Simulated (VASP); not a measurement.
# SrTiO3 (P4mm) in VASP: single point with PBEsol

Aim: the single point of SrTiO3 with PBEsol.

Everything below comes from runs of VASP 6.6.1. Logs are shortened: lines on timing, memory, paths and dates and some standing lists are left out, and cuts for length are marked.

### Step 1. The cell of the first run

The structure is tetragonal, space group P4mm (No. 99). The conventional cell has a = 3.891 Å, b = 3.891 Å, c = 3.891 Å, α = 90.00°, β = 90.00°, γ = 90.00°. Sr (site symmetry 4mm) has 12 O at 2.75 Å and 8 Ti at 3.31 to 3.43 Å within 3.6 Å. Within 2.4 Å of Ti (site symmetry 4mm) lie 6 O at 1.85 to 2.05 Å. Within 2.6 Å of O (site symmetry 2mm) lie 2 Ti at 1.95 Å. Within 2.4 Å of O (site symmetry 4mm) lie 2 Ti at 1.85 to 2.05 Å.

### Step 2. Single point, PBEsol (atom 2 (Ti) moved by (-0.100, +0.000) A along y and z)

INCAR reads:

```
  ALGO = Normal
  EDIFF = 1E-6
  ENCUT = 520
  GGA = PS
  ISIF = 2
  ISMEAR = 0
  LASPH = T
  LCHARG = T
  LELF = T
  LREAL = F
  LVHAR = T
  LWAVE = F
  NBANDS = 28
  NELM = 60
  PREC = Accurate
  SIGMA = 0.05
```

KPOINTS reads:

```
k-points
0
Gamma
  8 8 8
```

POSCAR reads:

```
SrTiO3
1.0
    3.8911201354      0.0000000000      0.0000000000
    0.0000000000      3.8911201354      0.0000000000
    0.0000000000      0.0000000000      3.8911201354
Sr Ti O
1 1 3
Direct
    0.0000000000      0.0000000000      0.0000000000
    0.5000000000      0.4743004594      0.5000000000
    0.0000000000      0.5000000000      0.5000000000
    0.5000000000      0.0000000000      0.5000000000
    0.5000000000      0.5000000000      0.0000000000
```

Potentials or basis: VASP PAW PBE potentials, release 64 (Sr_sv, Ti_sv, O).

The run is started by

```
> cat potpaw_PBE.64/Sr_sv/POTCAR potpaw_PBE.64/Ti_sv/POTCAR potpaw_PBE.64/O/POTCAR > POTCAR
> mpirun -np 1 vasp_std > vasp.out
```

OUTCAR:

```text
EDIFF = 1E-6
   ENCUT = 520
   GGA = PS
   ISIF = 2
   ISMEAR = 0
   LASPH = T
   LREAL = F
   NELM = 60
   PREC = Accurate

 ion  position               nearest neighbor table
   1  0.000  0.000  0.000-   3 2.75   4 2.75   5 2.75   3 2.75   4 2.75   3 2.75   5 2.75   3 2.75
                             4 2.75   5 2.75   4 2.75   5 2.75   2 3.31   2 3.31   2 3.31   2 3.31
   2  0.500  0.474  0.500-   4 1.85   3 1.95   5 1.95   5 1.95   3 1.95   4 2.05   1 3.31   1 3.31
                             1 3.31   1 3.31   1 3.43   1 3.43   1 3.43   1 3.43
   3  0.000  0.500  0.500-   2 1.95   2 1.95   1 2.75   1 2.75   1 2.75   1 2.75
   4  0.500  0.000  0.500-   2 1.85   2 2.05   1 2.75   1 2.75   1 2.75   1 2.75
   5  0.500  0.500  0.000-   2 1.95   2 1.95   1 2.75   1 2.75   1 2.75   1 2.75

  LATTYP: Found a simple cubic cell.
 ALAT       =     3.8911201354

  Lattice vectors:

 A1 = (   3.8911201354,   0.0000000000,   0.0000000000)
 A2 = (   0.0000000000,   3.8911201354,   0.0000000000)
 A3 = (   0.0000000000,   0.0000000000,   3.8911201354)

Analysis of symmetry for initial positions (statically):
=====================================================================
 Subroutine PRICEL returns:
 Original cell was already a primitive cell.

 Routine SETGRP: Setting up the symmetry group for a
 simple cubic supercell.

 Subroutine GETGRP returns: Found  8 space group operations
 (whereof  8 operations were pure point group operations)
 out of a pool of 48 trial point group operations.

The static configuration has the point symmetry C_4v.

Analysis of symmetry for dynamics (positions and initial velocities):
=====================================================================
 Subroutine PRICEL returns:
 Original cell was already a primitive cell.

 Routine SETGRP: Setting up the symmetry group for a
 simple cubic supercell.

 Subroutine GETGRP returns: Found  8 space group operations
 (whereof  8 operations were pure point group operations)
 out of a pool of 48 trial point group operations.

The dynamic configuration has the point symmetry C_4v.

 Subroutine INISYM returns: Found  8 space group operations
 (whereof  8 operations are pure point group operations),
 and found     1 'primitive' translations

----------------------------------------------------------------------------------------

                                     Primitive cell

  volume of cell :      58.9147

  direct lattice vectors                    reciprocal lattice vectors
     3.891120135  0.000000000  0.000000000     0.256995406  0.000000000  0.000000000
     0.000000000  3.891120135  0.000000000     0.000000000  0.256995406  0.000000000
     0.000000000  0.000000000  3.891120135     0.000000000  0.000000000  0.256995406

  length of vectors
     3.891120135  3.891120135  3.891120135     0.256995406  0.256995406  0.256995406

  position of ions in fractional coordinates (direct lattice)
     0.000000000  0.000000000  0.000000000
     0.500000000  0.474300459  0.500000000
     0.000000000  0.500000000  0.500000000
     0.500000000  0.000000000  0.500000000
     0.500000000  0.500000000  0.000000000

  ion indices of the primitive-cell ions
   primitive index   ion index
                 1           1
                 2           2
                 3           3
                 4           4
                 5           5

----------------------------------------------------------------------------------------

 KPOINTS: k-points

Automatic generation of k-mesh.
 Grid dimensions read from file:
 generate k-points for:    8    8    8

 Generating k-lattice:

  Cartesian coordinates                     Fractional coordinates (reciprocal lattice)
     0.032124426  0.000000000  0.000000000     0.125000000  0.000000000  0.000000000
     0.000000000  0.032124426  0.000000000     0.000000000  0.125000000  0.000000000
     0.000000000  0.000000000  0.032124426     0.000000000  0.000000000  0.125000000

  Length of vectors
     0.032124426  0.032124426  0.032124426

  Shift w.r.t. Gamma in fractional coordinates (k-lattice)
     0.000000000  0.000000000  0.000000000

 Subroutine IBZKPT returns following result:
 ===========================================

 Found     75 irreducible k-points:

 Following reciprocal coordinates:
            Coordinates               Weight
  0.000000  0.000000  0.000000      1.000000
  0.125000  0.000000  0.000000      4.000000
  0.000000  0.125000  0.000000      2.000000
  0.250000  0.000000  0.000000      4.000000
  0.000000  0.250000  0.000000      2.000000
  0.375000  0.000000  0.000000      4.000000
[... 16 lines left out ...]
  0.375000  0.250000  0.000000      8.000000
  0.000000  0.375000  0.250000      8.000000
 [... further k-points ...]
   k-points           NKPTS =     75   k-points in BZ     NKDIM =     75   number of bands    NBANDS=     28
   number of dos      NEDOS =    301   number of ions     NIONS =      5
   total plane-waves  NPLWV =  27000
   dimension x,y,z NGX =    30 NGY =   30 NGZ =   30
   dimension x,y,z NGXF=    60 NGYF=   60 NGZF=   60
   ions per type =               1   1   3
   NGX,Y,Z   is equivalent  to a cutoff of  12.82, 12.82, 12.82 a.u.
   NGXF,Y,Z  is equivalent  to a cutoff of  25.63, 25.63, 25.63 a.u.
 SYSTEM =  unknown system
   PREC   = accura    normal or accurate (medium, high low for compatibility)
   ISTART =      0    job   : 0-new  1-cont  2-samecut
   ICHARG =      2    charge: 1-file 2-atom 10-const
   ISPIN  =      1    spin polarized calculation?
   LNONCOLLINEAR =      F non collinear calculations
   LSORBIT =      F    spin-orbit coupling
   LASPH  =      T    aspherical Exc in radial PAW
   ENCUT  =  520.0 eV  38.22 Ry    6.18 a.u.   7.23  7.23  7.23*2*pi/ulx,y,z
   NELM   =     60;   NELMIN=  2; NELMDL= -5     # of ELM steps
   EDIFF  = 0.1E-05   stopping-criterion for ELM
   LREAL  =      F    real-space projection
   EDIFFG = 0.1E-04   stopping-criterion for IOM
   NSW    =      0    number of steps for IOM
   IBRION =     -1    ionic relax: 0-MD 1-quasi-New 2-CG
   NFREE  =      0    steps in history (QN), initial steepest desc. (CG)
   ISIF   =      2    stress and relaxation
   ISYM   =      2    0-nonsym 1-usesym 2-fastsym
   POTIM  = 0.5000    time-step for ionic-motion
   TEBEG  =    0.0;   TEEND  =   0.0 temperature during run
   PSTRESS=    0.0 pullay stress
   NELECT =      40.0000    total number of electrons
   NUPDOWN=      -1.0000    fix difference up-down
   EMIN   =  10.00;   EMAX   =-10.00  energy-range for DOS
   EFERMI =   0.00;   METHOD = LEGACY
   ISMEAR =     0;   SIGMA  =   0.05  broadening in eV -4-tet -1-fermi 0-gaus
   EFERMI_NEDOS =   21; number of points for ismear=-14 and -15
   IALGO  =     38    algorithm
   IMIX   =      4    mixing-type and parameters
     AMIX     =   0.40;   BMIX     =  1.00
     AMIX_MAG =   1.60;   BMIX_MAG =  1.00
  volume/ion in A,a.u.               =      11.78        79.52
  Fermi-wavevector in a.u.,A,eV,Ry     =   1.438865  2.719061 28.168602  2.070334
  Thomas-Fermi vector in A             =   2.557785
   LORBIT       =      0    0 simple, 1 ext, 2 COOP (PROOUT), +10 PAW based schemes
   GGA     = PS    functional components
   LHFCALC =     F    Hartree Fock is set to
   AEXX    =    0.0000 exact exchange contribution
   IVDW    =     0    specifies the selected vdW correction
   LEPSILON=     F    determine dielectric tensor
   LRPA    =     F    only Hartree local field effects (RPA)
 non-spin polarized calculation
 Gauss-broadening in eV      SIGMA  =   0.05
  energy-cutoff  :      520.00
  volume of cell :       58.91
 maximum number of plane-waves:      1622
 NGX is ok and might be reduce to    30
   NGX = 15   NGY = 15   NGZ = 15

 number of electron      40.0000015 magnetization

 Free energy of the ion-electron system (eV)
  ---------------------------------------------------
  ext. energy  EPLUGINS =         0.00000000
  ---------------------------------------------------
  free energy    TOTEN  =       -41.99795144 eV

  energy without entropy =      -41.99795144  energy(sigma->0) =      -41.99795144

 E-fermi :   4.5098     XC(G=0): -11.5936

 val. band max:        4.1428023592   @ k =   0.5000   0.5000   0.5000
 cond. band min:       5.9782245262   @ k =   0.0000   0.0000   0.0000
 fundamental gap:      1.8354221670
 Fermi energy:         4.5098200194

 k-point     1 :       0.0000    0.0000    0.0000
  band No.  band energies     occupation
      1     -51.9748      2.00000
      2     -28.5168      2.00000
      3     -28.3776      2.00000
      4     -28.3434      2.00000
      5     -28.3434      2.00000
      6     -13.2845      2.00000
[... 20 lines left out ...]
     27       9.4030      0.00000
     28      10.2107      0.00000

 k-point     2 :       0.1250    0.0000    0.0000
  band No.  band energies     occupation
      1     -51.9746      2.00000
      2     -28.5258      2.00000
      3     -28.3788      2.00000
      4     -28.3430      2.00000
      5     -28.3403      2.00000
      6     -13.2954      2.00000
[... 20 lines left out ...]
     27       9.6838      0.00000
     28      10.5866      0.00000

 k-point     3 :       0.0000    0.1250    0.0000
  band No.  band energies     occupation
      1     -51.9746      2.00000
      2     -28.5293      2.00000
      3     -28.3727      2.00000
      4     -28.3430      2.00000
      5     -28.3430      2.00000
      6     -13.2839      2.00000
[... 20 lines left out ...]
     27       9.6704      0.00000
     28      10.6023      0.00000

 k-point     4 :       0.2500    0.0000    0.0000
  band No.  band energies     occupation
      1     -51.9740      2.00000
      2     -28.5486      2.00000
      3     -28.3793      2.00000
      4     -28.3418      2.00000
      5     -28.3336      2.00000
      6     -13.3703      2.00000
[... 20 lines left out ...]
     27      10.3743      0.00000
     28      11.6086      0.00000

 k-point     5 :       0.0000    0.2500    0.0000
  band No.  band energies     occupation
      1     -51.9740      2.00000
      2     -28.5584      2.00000
      3     -28.3617      2.00000
      4     -28.3418      2.00000
      5     -28.3418      2.00000
      6     -13.3408      2.00000
[... 20 lines left out ...]
     27      10.3725      0.00000
     28      11.6494      0.00000

 k-point     6 :       0.3750    0.0000    0.0000
  band No.  band energies     occupation
      1     -51.9734      2.00000
      2     -28.5726      2.00000
      3     -28.3781      2.00000
      4     -28.3407      2.00000
      5     -28.3273      2.00000
      6     -13.4831      2.00000
[... 463 lines left out ...]
      5     -28.3393      2.00000
      6     -13.2002      2.00000
[... 20 lines left out ...]
     27      11.3144      0.00000
     28      12.0382      0.00000

 k-point    22 :       0.2500    0.0000    0.2500
  band No.  band energies     occupation
      1     -51.9731      2.00000
      2     -28.5390      2.00000
      3     -28.3809      2.00000
      4     -28.3777      2.00000
      5     -28.3301      2.00000
      6     -13.2288      2.00000
[... 20 lines left out ...]
     27      11.2918      0.00000
     28      12.0236      0.00000

 k-point    23 :       0.3750    0.2500    0.0000
  band No.  band energies     occupation
      1     -51.9725      2.00000
      2     -28.5413      2.00000
      3     -28.4161      2.00000
      4     -28.3483      2.00000
      5     -28.3391      2.00000
      6     -13.1806      2.00000
[... 20 lines left out ...]
     27      12.1297      0.00000
     28      12.4812      0.00000

 k-point    24 :       0.0000    0.3750    0.2500
  band No.  band energies     occupation
      1     -51.9725      2.00000
      2     -28.5515      2.00000
      3     -28.4005      2.00000
      4     -28.3540      2.00000
      5     -28.3391      2.00000
      6     -13.1576      2.00000
[... 20 lines left out ...]
     27      12.1169      0.00000
     28      12.5060      0.00000

 [... further k-points ...]

------------------------ aborting loop because EDIFF is reached ----------------------------------------

  FORCE on cell =-STRESS in cart. coord.  units (eV):
  Direction    XX          YY          ZZ          XY          YZ          ZX
  --------------------------------------------------------------------------------------
  -------------------------------------------------------------------------------------
  Total        0.2767071      0.9416322      0.2767071      0.0000000      0.0000000     -0.0000000
  in kB        7.5250077     25.6075449      7.5250077      0.0000000      0.0000000     -0.0000000
  external PRESSURE =      13.5525201 kB  Pullay stress =       0.0000000 kB

 VOLUME and BASIS-vectors are now :
 -----------------------------------------------------------------------------
  energy-cutoff  :      520.00
  volume of cell :       58.91
      direct lattice vectors                 reciprocal lattice vectors
     3.891120135  0.000000000  0.000000000     0.256995406  0.000000000  0.000000000
     0.000000000  3.891120135  0.000000000     0.000000000  0.256995406  0.000000000
     0.000000000  0.000000000  3.891120135     0.000000000  0.000000000  0.256995406

 POSITION                                       TOTAL-FORCE (eV/Angst)
 -----------------------------------------------------------------------------------
      0.00000      0.00000      0.00000         0.000000     -0.303602     -0.000000
      1.94556      1.84556      1.94556        -0.000000      0.474868      0.000000
      0.00000      1.94556      1.94556        -0.000000     -0.000385     -0.000000
      1.94556      0.00000      1.94556        -0.000000     -0.170496     -0.000000
      1.94556      1.94556      0.00000        -0.000000     -0.000385     -0.000000
 -----------------------------------------------------------------------------------
    total drift:                                0.000000     -0.000122      0.000000

  FREE ENERGIE OF THE ION-ELECTRON SYSTEM (eV)
  ---------------------------------------------------
  free  energy   TOTEN  =       -41.9979514373 eV

  energy  without entropy=      -41.9979514373  energy(sigma->0) =      -41.99795144
```

Run time: 3.3 min. Hardware: 1 thread of Intel Xeon 8259CL, shared host; peak memory 0.26 GiB.

Results:

- Free energy: -41.9980 eV
- Pressure: 1.4 GPa
- Largest force: 0.475 eV/Å
- Band gap on the k mesh: 1.84 eV (least direct gap 2.32 eV)

Forces in eV/Å, atoms in the order of the input:
```
Sr   0.000 -0.304  0.000
Ti   0.000  0.475  0.000
O    0.000  0.000  0.000
O    0.000 -0.170  0.000
O    0.000  0.000  0.000
```

Levels at points of the mesh, in eV from the valence-band top:
```csv
k point,band 16,band 17,band 18,band 19,band 20,band 21,band 22,band 23,band 24,band 25
"(0.00, 0.00, 0.00)",-1.33,-1.23,-0.49,-0.48,-0.48,1.84,2.05,2.05,4.47,4.56
"(0.50, 0.00, 0.00)",-2.41,-2.40,-2.06,-0.96,-0.84,2.23,3.83,3.87,4.55,6.60
"(0.00, 0.50, 0.00)",-2.49,-2.49,-2.10,-0.74,-0.74,2.02,3.92,3.92,4.48,6.73
"(0.50, 0.50, 0.00)",-2.94,-1.74,-1.61,-1.60,-0.17,3.85,3.93,4.32,5.45,7.86
"(0.50, 0.00, 0.50)",-2.95,-1.76,-1.72,-1.72,-0.10,3.88,3.88,4.29,5.39,7.81
"(0.50, 0.50, 0.50)",-3.86,-3.80,-0.07,-0.07,0.00,4.52,4.54,4.54,6.77,6.89
```

Caveat: the cell differs from its parent crystal (atom 2 (Ti) moved by (-0.100, +0.000) A along y and z); the PAW data sets were made with another functional, which shifts forces and pressure a little. A k mesh can miss the band edges.
